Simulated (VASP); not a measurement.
Ca: single point with PBE

Ca:

```
CELL_PARAMETERS angstrom
2.59515 0.00000 0.00000
0.00000 2.59515 0.00000
0.00000 0.00000 2.59515
ATOMIC_POSITIONS crystal
Ca 0.00000 0.00000 0.00000
```

This cell differs from its parent crystal: volume scaled by 0.4.

```
Program                : VASP 6.6.1
Task                   : single point
Functional             : PBE
Potentials or basis    : VASP PAW PBE potentials, release 64 (Ca_sv)
Cutoff                 : 520 eV
k mesh                 : 12 × 12 × 12
Occupations            : fermi-dirac, width 0.1 eV
Spin                   : no spin polarisation
Dipole correction      : no
Further INCAR settings : ALGO = Normal; EDIFF = 1e-06; NBANDS = 11
```

```
Pressure               : 46.4 GPa
Band gap on the k mesh : zero (band 5 reaches 7.33 eV, above the bottom of band 6 at 6.07 eV)
```

Levels at points of the mesh, in eV from the Fermi level:
```tsv
k point	band 1	band 2	band 3	band 4	band 5	band 6	band 7	band 8	band 9	band 10
(0.00, 0.00, 0.00)	-41.54	-21.08	-21.08	-21.08	-4.14	0.02	0.02	8.04	8.04	8.04
(0.50, 0.00, 0.00)	-41.06	-23.68	-20.83	-20.83	0.15	1.21	1.63	4.63	4.63	8.38
(0.50, 0.50, 0.00)	-40.61	-23.17	-23.17	-20.59	-2.88	2.24	5.47	5.47	7.86	7.86
(0.50, 0.50, 0.50)	-40.19	-22.75	-22.75	-22.75	-0.57	-0.57	-0.57	7.63	10.19	10.19
```

It took 5.2 s on 1 thread of Intel(R) Xeon(R) 6975P-C (Granite Rapids), on a shared host, peak memory 0.13 GiB.
